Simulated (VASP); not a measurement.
# BN (P1) in VASP: further runs

Runs on BN. Level: LDA. Tasks: single point.

All numbers are computed with VASP 6.6.1; they aren't measurements. Logs are shortened: lines on timing, memory, paths and dates and some standing lists are left out, and cuts for length are marked.

### Step 1. The cell of the first run

The typed cell holds 2 atoms: a = 3.669 Å, b = 3.669 Å, c = 3.669 Å, α = 39.87°, β = 39.87°, γ = 39.87°.

### Step 2. Single point, LDA (atom 1 (B) moved by (-0.100, -0.200) A along x and z)

The input, INCAR:

```
SYSTEM = BN
PREC = Accurate
ENCUT = 600
EDIFF = 1E-6
ISMEAR = 0
SIGMA = 0.05
LREAL = .FALSE.
LASPH = .TRUE.
NELM = 120
ALGO = Normal
ISIF = 2
LWAVE = .FALSE.
LCHARG = .FALSE.
NBANDS = 11
GGA_COMPAT = .FALSE.
```

The input, KPOINTS:

```
regular mesh
0
G
  12 12 12
  0 0 0
```

The input, POSCAR:

```
BN
1.0
    1.2511217832      0.7223354983      3.3729344033
   -1.2511217832      0.7223354983      3.3729344033
    0.0000000000     -1.4446709967      3.3729344033
B N
1 1
Direct
    0.9399418816      1.0198701518      0.9799060167
    0.3327618000      0.3327618000      0.3327618000
```

Potentials or basis: VASP PAW LDA potentials, release 64 (B, N).

Started as:

```
> cat potpaw_LDA.64/B/POTCAR potpaw_LDA.64/N/POTCAR > POTCAR
> mpirun -np 1 vasp_std > vasp.out
```

OUTCAR:

```text
SYSTEM = BN
   PREC = Accurate
   ENCUT = 600
   EDIFF = 1E-6
   ISMEAR = 0
   LREAL = .FALSE.
   LASPH = .TRUE.
   NELM = 120
   ISIF = 2

 ion  position               nearest neighbor table
   1  0.940  0.020  0.980-   2 1.37   2 1.46   2 1.54
   2  0.333  0.333  0.333-   1 1.37   1 1.46   1 1.54

  LATTYP: Found a trigonal (rhomboedric) cell.
 ALAT       =     3.6692997666
 COS(alpha) =     0.7674786796

  Lattice vectors:

 A1 = (   1.2511217832,   0.7223354983,   3.3729344033)
 A2 = (  -1.2511217832,   0.7223354983,   3.3729344033)
 A3 = (   0.0000000000,  -1.4446709967,   3.3729344033)

Analysis of symmetry for initial positions (statically):
=====================================================================
 Subroutine PRICEL returns:
 Original cell was already a primitive cell.

 Routine SETGRP: Setting up the symmetry group for a
 trigonal (rhombohedral) supercell.

 Subroutine GETGRP returns: Found  1 space group operations
 (whereof  1 operations were pure point group operations)
 out of a pool of 12 trial point group operations.

The static configuration has the point symmetry C_1 .

Analysis of symmetry for dynamics (positions and initial velocities):
=====================================================================
 Subroutine PRICEL returns:
 Original cell was already a primitive cell.

 Routine SETGRP: Setting up the symmetry group for a
 trigonal (rhombohedral) supercell.

 Subroutine GETGRP returns: Found  1 space group operations
 (whereof  1 operations were pure point group operations)
 out of a pool of 12 trial point group operations.

The dynamic configuration has the point symmetry C_1 .

 Subroutine INISYM returns: Found  1 space group operations
 (whereof  1 operations are pure point group operations),
 and found     1 'primitive' translations

----------------------------------------------------------------------------------------

                                     Primitive cell

  volume of cell :      18.2893

  direct lattice vectors                    reciprocal lattice vectors
     1.251121783  0.722335498  3.372934403     0.399641351  0.230733042  0.098825916
    -1.251121783  0.722335498  3.372934403    -0.399641351  0.230733042  0.098825916
     0.000000000 -1.444670997  3.372934403     0.000000000 -0.461466083  0.098825916

  length of vectors
     3.669299767  3.669299767  3.669299767     0.471929558  0.471929558  0.471929558

  position of ions in fractional coordinates (direct lattice)
     0.939941882  0.019870152  0.979906017
     0.332761800  0.332761800  0.332761800

  ion indices of the primitive-cell ions
   primitive index   ion index
                 1           1
                 2           2

----------------------------------------------------------------------------------------

 KPOINTS: regular mesh

Automatic generation of k-mesh.
 Grid dimensions read from file:
 generate k-points for:   12   12   12

 Generating k-lattice:

  Cartesian coordinates                     Fractional coordinates (reciprocal lattice)
     0.033303446  0.019227753  0.008235493     0.083333333  0.000000000  0.000000000
    -0.033303446  0.019227753  0.008235493     0.000000000  0.083333333  0.000000000
     0.000000000 -0.038455507  0.008235493     0.000000000  0.000000000  0.083333333

  Length of vectors
     0.039327463  0.039327463  0.039327463

  Shift w.r.t. Gamma in fractional coordinates (k-lattice)
     0.000000000  0.000000000  0.000000000

 Subroutine IBZKPT returns following result:
 ===========================================

 Found    868 irreducible k-points:

 Following reciprocal coordinates:
            Coordinates               Weight
  0.000000  0.000000  0.000000      1.000000
  0.083333  0.000000 -0.000000      2.000000
  0.000000  0.083333 -0.000000      2.000000
 -0.000000 -0.000000  0.083333      2.000000
  0.166667  0.000000  0.000000      2.000000
  0.000000  0.166667  0.000000      2.000000
[... 16 lines left out ...]
  0.166667  0.083333 -0.000000      2.000000
 -0.166667 -0.000000 -0.083333      2.000000
 [... further k-points ...]
   k-points           NKPTS =    868   k-points in BZ     NKDIM =    868   number of bands    NBANDS=     11
   number of dos      NEDOS =    301   number of ions     NIONS =      2
   total plane-waves  NPLWV =  27000
   dimension x,y,z NGX =    30 NGY =   30 NGZ =   30
   dimension x,y,z NGXF=    60 NGYF=   60 NGZF=   60
   ions per type =               1   1
   NGX,Y,Z   is equivalent  to a cutoff of  13.59, 13.59, 13.59 a.u.
   NGXF,Y,Z  is equivalent  to a cutoff of  27.18, 27.18, 27.18 a.u.
 SYSTEM =  BN
   PREC   = accura    normal or accurate (medium, high low for compatibility)
   ISTART =      0    job   : 0-new  1-cont  2-samecut
   ICHARG =      2    charge: 1-file 2-atom 10-const
   ISPIN  =      1    spin polarized calculation?
   LNONCOLLINEAR =      F non collinear calculations
   LSORBIT =      F    spin-orbit coupling
   LASPH  =      T    aspherical Exc in radial PAW
   ENCUT  =  600.0 eV  44.10 Ry    6.64 a.u.   7.33  7.33  7.33*2*pi/ulx,y,z
   NELM   =    120;   NELMIN=  2; NELMDL= -5     # of ELM steps
   EDIFF  = 0.1E-05   stopping-criterion for ELM
   LREAL  =      F    real-space projection
[... 7 lines left out ...]
   TEBEG  =    0.0;   TEEND  =   0.0 temperature during run
   PSTRESS=    0.0 pullay stress
   NELECT =       8.0000    total number of electrons
   NUPDOWN=      -1.0000    fix difference up-down
   EMIN   =  10.00;   EMAX   =-10.00  energy-range for DOS
   EFERMI =   0.00;   METHOD = LEGACY
   ISMEAR =     0;   SIGMA  =   0.05  broadening in eV -4-tet -1-fermi 0-gaus
   EFERMI_NEDOS =   21; number of points for ismear=-14 and -15
   IALGO  =     38    algorithm
   IMIX   =      4    mixing-type and parameters
     AMIX     =   0.40;   BMIX     =  1.00
     AMIX_MAG =   1.60;   BMIX_MAG =  1.00
  volume/ion in A,a.u.               =       9.14        61.71
  Fermi-wavevector in a.u.,A,eV,Ry     =   1.242717  2.348395 21.012099  1.544346
  Thomas-Fermi vector in A             =   2.377059
   LORBIT       =      0    0 simple, 1 ext, 2 COOP (PROOUT), +10 PAW based schemes
   GGA     = CA    functional components
   LHFCALC =     F    Hartree Fock is set to
   AEXX    =    0.0000 exact exchange contribution
   IVDW    =     0    specifies the selected vdW correction
   LEPSILON=     F    determine dielectric tensor
   LRPA    =     F    only Hartree local field effects (RPA)
 non-spin polarized calculation
 Gauss-broadening in eV      SIGMA  =   0.05
  energy-cutoff  :      600.00
  volume of cell :       18.29
 maximum number of plane-waves:       624
 NGX is ok and might be reduce to    30
   NGX = 15   NGY = 15   NGZ = 15

 number of electron       8.0000000 magnetization

 Free energy of the ion-electron system (eV)
  ---------------------------------------------------
  ext. energy  EPLUGINS =         0.00000000
  ---------------------------------------------------
  free energy    TOTEN  =       -18.83177532 eV

  energy without entropy =      -18.83177532  energy(sigma->0) =      -18.83177532

 E-fermi :   2.3171     XC(G=0): -10.4705

 val. band max:        2.0969491506   @ k =   0.0000   0.0000   0.0000
 cond. band min:       5.1812339718   @ k =  -0.0000   0.5000   0.5000
 fundamental gap:      3.0842848212
 Fermi energy:         2.3171194405

 k-point     1 :       0.0000    0.0000    0.0000
  band No.  band energies     occupation
      1     -15.4825      2.00000
      2      -2.0856      2.00000
      3      -0.0986      2.00000
      4       2.0969      2.00000
      5       6.2386      0.00000
      6      12.1277      0.00000
      7      14.9439      0.00000
      8      15.4178      0.00000
      9      17.0228      0.00000
     10      27.5877      0.00000
     11      28.8549      0.00000

 k-point     2 :       0.0833    0.0000   -0.0000
  band No.  band energies     occupation
      1     -15.3472      2.00000
      2      -1.9493      2.00000
      3      -0.5395      2.00000
      4       1.7464      2.00000
      5       6.4756      0.00000
      6      12.6393      0.00000
      7      14.5660      0.00000
      8      15.2403      0.00000
      9      17.4663      0.00000
     10      27.2408      0.00000
     11      27.9980      0.00000

 k-point     3 :       0.0000    0.0833   -0.0000
  band No.  band energies     occupation
      1     -15.3403      2.00000
      2      -1.9501      2.00000
      3      -0.3254      2.00000
      4       1.4292      2.00000
      5       6.5124      0.00000
      6      12.2844      0.00000
      7      14.9883      0.00000
      8      15.5787      0.00000
      9      17.2492      0.00000
     10      26.7726      0.00000
     11      27.9840      0.00000

 k-point     4 :      -0.0000   -0.0000    0.0833
  band No.  band energies     occupation
      1     -15.3441      2.00000
      2      -1.9482      2.00000
      3      -0.4724      2.00000
      4       1.6555      2.00000
      5       6.4929      0.00000
      6      12.2561      0.00000
      7      14.9046      0.00000
      8      15.4719      0.00000
      9      17.3596      0.00000
     10      26.9241      0.00000
     11      27.9626      0.00000

 k-point     5 :       0.1667    0.0000    0.0000
  band No.  band energies     occupation
      1     -14.9490      2.00000
      2      -1.8756      2.00000
      3      -1.3613      2.00000
      4       0.9367      2.00000
      5       7.1030      0.00000
      6      13.1235      0.00000
      7      13.9994      0.00000
      8      15.3261      0.00000
      9      18.4824      0.00000
     10      24.6523      0.00000
     11      27.1998      0.00000

 k-point     6 :       0.0000    0.1667    0.0000
  band No.  band energies     occupation
      1     -14.9209      2.00000
      2      -1.5615      2.00000
      3      -0.9966      2.00000
      4      -0.0419      2.00000
      5       7.1970      0.00000
      6      12.4523      0.00000
      7      14.1854      0.00000
      8      16.8791      0.00000
      9      18.0186      0.00000
     10      23.9206      0.00000
     11      26.9596      0.00000

 k-point     7 :       0.0000    0.0000    0.1667
  band No.  band energies     occupation
      1     -14.9362      2.00000
      2      -1.6923      2.00000
      3      -1.3704      2.00000
      4       0.6831      2.00000
      5       7.1516      0.00000
      6      12.3614      0.00000
      7      13.9959      0.00000
      8      16.5236      0.00000
      9      18.3309      0.00000
     10      24.2495      0.00000
     11      27.1021      0.00000

 k-point     8 :       0.2500    0.0000   -0.0000
  band No.  band energies     occupation
      1     -14.3163      2.00000
      2      -3.3505      2.00000
      3      -0.7585      2.00000
      4       0.0540      2.00000
      5       7.8960      0.00000
      6      11.8953      0.00000
      7      13.7903      0.00000
      8      17.0982      0.00000
      9      19.3897      0.00000
     10      22.5198      0.00000
     11      25.7931      0.00000
[... 141 lines left out ...]
 k-point    19 :      -0.0000   -0.0000    0.5000
  band No.  band energies     occupation
      1     -12.2621      2.00000
      2      -6.7692      2.00000
      3      -1.6361      2.00000
      4       1.2875      2.00000
      5       7.2306      0.00000
      6      11.2173      0.00000
      7      14.7078      0.00000
      8      16.3847      0.00000
      9      21.2209      0.00000
     10      21.5333      0.00000
     11      26.0903      0.00000

 k-point    20 :       0.0833    0.0833   -0.0000
  band No.  band energies     occupation
      1     -15.3381      2.00000
      2      -2.0140      2.00000
      3      -0.4660      2.00000
      4       1.6542      2.00000
      5       6.5943      0.00000
      6      12.2508      0.00000
      7      14.8673      0.00000
      8      15.5144      0.00000
      9      17.3594      0.00000
     10      26.7728      0.00000
     11      27.8837      0.00000

 k-point    21 :      -0.0833   -0.0000   -0.0833
  band No.  band energies     occupation
      1     -15.3343      2.00000
      2      -2.0156      2.00000
      3      -0.3270      2.00000
      4       1.4391      2.00000
      5       6.6081      0.00000
      6      12.2776      0.00000
      7      14.9668      0.00000
      8      15.6051      0.00000
      9      17.2679      0.00000
     10      26.5352      0.00000
     11      27.9153      0.00000

 k-point    22 :       0.0000    0.0833    0.0833
  band No.  band energies     occupation
      1     -15.3413      2.00000
      2      -2.0085      2.00000
      3      -0.5397      2.00000
      4       1.7402      2.00000
      5       6.5872      0.00000
      6      12.6400      0.00000
      7      14.5701      0.00000
      8      15.2080      0.00000
      9      17.4674      0.00000
     10      27.1462      0.00000
     11      27.9027      0.00000

 k-point    23 :       0.1667    0.0833   -0.0000
  band No.  band energies     occupation
      1     -15.0692      2.00000
      2      -1.8586      2.00000
      3      -1.2476      2.00000
      4       1.1639      2.00000
      5       7.0893      0.00000
      6      13.0728      0.00000
      7      14.1108      0.00000
      8      15.1763      0.00000
      9      18.3152      0.00000
     10      25.0781      0.00000
     11      27.2528      0.00000

 k-point    24 :      -0.1667   -0.0000   -0.0833
  band No.  band energies     occupation
      1     -15.0580      2.00000
      2      -1.8273      2.00000
      3      -1.0445      2.00000
      4       0.7729      2.00000
      5       7.1216      0.00000
      6      12.9825      0.00000
      7      14.2230      0.00000
      8      15.6234      0.00000
      9      18.0953      0.00000
     10      24.6385      0.00000
     11      27.3482      0.00000

 [... further k-points ...]
[... 5 lines left out ...]
  --------------------------------------------------------------------------------------
  -------------------------------------------------------------------------------------
  Total       -0.0365931     -0.3478646     -0.6869387      1.0805857     -0.1166521     -0.7654940
  in kB       -3.2056184    -30.4735583    -60.1770444     94.6612266    -10.2189319    -67.0586311
  external PRESSURE =     -31.2854070 kB  Pullay stress =       0.0000000 kB

 VOLUME and BASIS-vectors are now :
 -----------------------------------------------------------------------------
  energy-cutoff  :      600.00
  volume of cell :       18.29
      direct lattice vectors                 reciprocal lattice vectors
     1.251121783  0.722335498  3.372934403     0.399641351  0.230733042  0.098825916
    -1.251121783  0.722335498  3.372934403    -0.399641351  0.230733042  0.098825916
     0.000000000 -1.444670997  3.372934403     0.000000000 -0.461466083  0.098825916

 POSITION                                       TOTAL-FORCE (eV/Angst)
 -----------------------------------------------------------------------------------
      1.15112     -0.72234      6.54254         3.798994      0.591767      2.525720
      0.00000     -0.00000      3.36715        -3.798994     -0.591767     -2.525720
 -----------------------------------------------------------------------------------
    total drift:                               -0.000305     -0.000018      0.000897

  FREE ENERGIE OF THE ION-ELECTRON SYSTEM (eV)
  ---------------------------------------------------
  free  energy   TOTEN  =       -18.8317753236 eV

  energy  without entropy=      -18.8317753236  energy(sigma->0) =      -18.83177532
```

Run time: 8.1 min. Hardware: 1 thread of Intel Xeon 8259CL, shared host; peak memory 0.32 GiB.

What came out:

```yaml
Free_energy: -18.8318 eV
Pressure: -3.1 GPa
Largest_force: 4.600 eV/Å
Band_gap_on_the_k_mesh: 3.08 eV (least direct gap 4.03 eV)
```

Forces in eV/Å, atoms in the order of the input:
```
B    3.799  0.592  2.526
N   -3.799 -0.592 -2.526
```

Levels at points of the mesh, in eV from the valence-band top:
| k point | band 1 | band 2 | band 3 | band 4 | band 5 | band 6 | band 7 | band 8 | band 9 |
| --- | --- | --- | --- | --- | --- | --- | --- | --- | --- |
| (0.00, 0.00, 0.00) | -17.58 | -4.18 | -2.20 | 0.00 | 4.14 | 10.03 | 12.85 | 13.32 | 14.93 |
| (0.50, 0.00, 0.00) | -14.47 | -8.98 | -3.39 | -0.53 | 4.48 | 9.56 | 12.81 | 14.30 | 18.75 |
| (0.00, 0.50, 0.00) | -14.23 | -8.67 | -4.37 | -1.08 | 5.83 | 9.22 | 12.64 | 14.32 | 18.41 |
| (0.00, 0.00, 0.50) | -14.36 | -8.87 | -3.73 | -0.81 | 5.13 | 9.12 | 12.61 | 14.29 | 19.12 |
| (0.50, 0.50, 0.00) | -14.28 | -8.75 | -3.79 | -1.22 | 3.53 | 9.37 | 13.94 | 17.39 | 20.24 |
| (0.50, 0.00, 0.50) | -14.15 | -8.56 | -4.43 | -1.50 | 4.05 | 9.61 | 13.89 | 17.42 | 20.03 |
| (0.00, 0.50, 0.50) | -14.39 | -8.86 | -3.46 | -0.95 | 3.08 | 9.86 | 13.89 | 17.24 | 19.44 |
| (0.50, 0.50, 0.50) | -17.30 | -6.33 | -2.20 | -0.01 | 9.05 | 9.95 | 12.29 | 13.30 | 15.10 |

Caveat: the cell differs from its parent crystal (atom 1 (B) moved by (-0.100, -0.200) A along x and z); the cell stands under tension; forces of over 1 eV/Å act on the atoms, so gaps and moduli don't describe the material at rest. A k mesh can miss the band edges.

### Step 3. Single point, LDA (atom 1 (B) moved by (-0.100, +0.000) A along x and z)

The input, INCAR:

```
SYSTEM = BN
PREC = Accurate ; ENCUT = 600
EDIFF = 1E-6 ; ISMEAR = 0
SIGMA = 0.05 ; LREAL = .False.
LASPH = .True. ; NELM = 120
ALGO = Normal ; ISIF = 2
LWAVE = .False. ; LCHARG = .True.
GGA = CA ; LELF = .True.
LVHAR = .True. ; NBANDS = 11
GGA_COMPAT = .False.
```

The input, KPOINTS:

```
regular mesh
0
Gamma
  12 12 12
  0 0 0
```

Edit POSCAR of step 2 so:

```diff
@@ -8,3 +8,3 @@
 Direct
-    0.9399418816      1.0198701518      0.9799060167
+    0.9597070649      1.0396353351      0.9996712000
     0.3327618000      0.3327618000      0.3327618000
```

Potentials or basis: VASP PAW LDA potentials, release 64 (B, N).

Started as:

```
> cat potpaw_LDA.64/B/POTCAR potpaw_LDA.64/N/POTCAR > POTCAR
> mpirun -np 1 vasp_std > vasp.out
```

It took 8 min on 1 thread of Intel Xeon 8259CL, shared host; peak memory 0.32 GiB.

It converged, with:

```
Free energy            : -19.0822 eV
Pressure               : -0.2 GPa
Largest force          : 4.195 eV/Å
Band gap on the k mesh : 3.48 eV (least direct gap 4.37 eV)
```

Forces on the atoms (eV/Å):
```
B    4.145  0.646 -0.001
N   -4.145 -0.646  0.001
```

Stress tensor (GPa, compression positive):
```
 1.70 11.42  0.00
11.42 -1.19  0.02
 0.00  0.02 -1.18
```

Levels at points of the mesh, in eV from the valence-band top:
```
           k point  band 1  band 2  band 3  band 4  band 5  band 6  band 7  band 8  band 9
(0.00, 0.00, 0.00)  -17.61   -4.27   -2.48   -0.19    4.80   10.03   13.00   13.04   14.93
(0.50, 0.00, 0.00)  -14.56   -9.06   -3.61   -0.38    4.52    9.89   12.55   14.57   20.11
(0.00, 0.50, 0.00)  -14.30   -8.76   -4.65   -1.00    5.78    9.67   12.70   14.67   19.00
(0.00, 0.00, 0.50)  -14.44   -8.95   -3.97   -0.69    5.12    9.46   12.62   14.56   19.58
(0.50, 0.50, 0.00)  -14.37   -8.82   -4.03   -1.28    4.07    9.43   13.84   17.12   19.85
(0.50, 0.00, 0.50)  -14.22   -8.63   -4.70   -1.59    4.71    9.67   13.73   17.15   19.29
(0.00, 0.50, 0.50)  -14.49   -8.93   -3.67   -0.95    3.48    9.89   13.91   17.00   20.42
(0.50, 0.50, 0.50)  -17.33   -6.30   -2.49   -0.20    9.79    9.91   12.09   13.38   16.00
```

Caveat: the cell differs from its parent crystal (atom 1 (B) moved by (-0.100, +0.000) A along x and z); forces of over 1 eV/Å act on the atoms, so gaps and moduli don't describe the material at rest. A k mesh can miss the band edges.

(Continued in part 2 of 2.)
